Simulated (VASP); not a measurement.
Set up this calculation in VASP 6.6.1, as the native input.

```
Task                   : single point
Functional             : RPBE
Potentials or basis    : VASP PAW PBE potentials, release 64 (F, Li_sv)
Cutoff                 : 520 eV
k mesh                 : 10 × 10 × 10
Occupations            : gaussian, width 0.1 eV
Spin                   : no spin polarisation
Dipole correction      : no
Further INCAR settings : ALGO = Normal; EDIFF = 1e-06; NBANDS = 12
```

The structure of LiF lies in POSCAR:

```
LiF
1.0
    2.5595330000      0.0000000000      0.0000000000
    0.0000000000      2.5595330000      0.0000000000
    0.0000000000      0.0000000000      2.5595330000
F Li
1 1
Direct
    0.5000000000      0.5000000000      0.5000000000
    0.0000000000      0.0000000000      0.0000000000
```

One way to write it, as run:

INCAR

```
SYSTEM = LiF
PREC = Accurate
ENCUT = 520
EDIFF = 1E-6
ISMEAR = 0
SIGMA = 0.1
LREAL = .FALSE.
LASPH = .TRUE.
NELM = 60
ALGO = Normal
ISIF = 2
LWAVE = .FALSE.
LCHARG = .FALSE.
GGA = RP
NBANDS = 12
```

KPOINTS

```
Automatic mesh
0
G
  10 10 10
  0 0 0
```

Potentials or basis: VASP PAW PBE potentials, release 64 (F, Li_sv).

Launch:

```bash
$ cat potpaw_PBE.64/F/POTCAR potpaw_PBE.64/Li_sv/POTCAR > POTCAR
$ mpirun -np 1 vasp_std > vasp.out
```

It gave:

```
Band gap on the k mesh : 7.74 eV, indirect (least direct gap 8.40 eV)
```

Wall time 8 s on 1 thread of Intel(R) Xeon(R) Platinum 8488C (Sapphire Rapids), on a shared host, peak memory 0.12 GiB.
